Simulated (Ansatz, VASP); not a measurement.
# One calculation of As2Se, two programs

```
As Se
1.0
     3.92038    0.00000    0.00000
    -1.96019    3.39515    0.00000
     0.00000    0.00000    4.80948
As Se
2 1
Direct
  0.33333 0.66667 0.14743
  0.66667 0.33333 0.85257
  0.00000 0.00000 0.50000
```

Change from the starting cell: species swapped into the Mo2C type (P-3m1, No. 164).

Alike in both runs: functional PBE; k mesh 6 × 6 × 4; occupations gaussian, width 0.2 eV; no spin polarisation.

Ansatz relaxed the structure, and its values are those at the end. VASP's run is a single point on that final structure, the one shown.

```csv
,VASP,Ansatz
version,VASP 6.6.1,Ansatz 0.2.0
potentials or method,"VASP PAW PBE potentials, release 64 (As, Se), cutoff 500 eV","scalar-relativistic, plane waves, PAW"
valence electrons in the cell,16,46
```

|  | VASP | Ansatz | Ansatz less VASP |
| --- | --- | --- | --- |
| gap on the k mesh at the Fermi level (eV) | none | none | - |
| pressure (GPa) | -0.2 | -0.3 | -0.09 |
| rms of the force components (eV/Å) | 0.021 | 0.015 | -0.0061 |

A gap of «none» marks a metal or a gap that the smearing closes. With one functional, cell and mesh, what is left measures potentials, basis and numerics. VASP's potentials hold 16 valence electrons a cell and Ansatz's 46, so a difference there can come from the potentials and not from the codes.
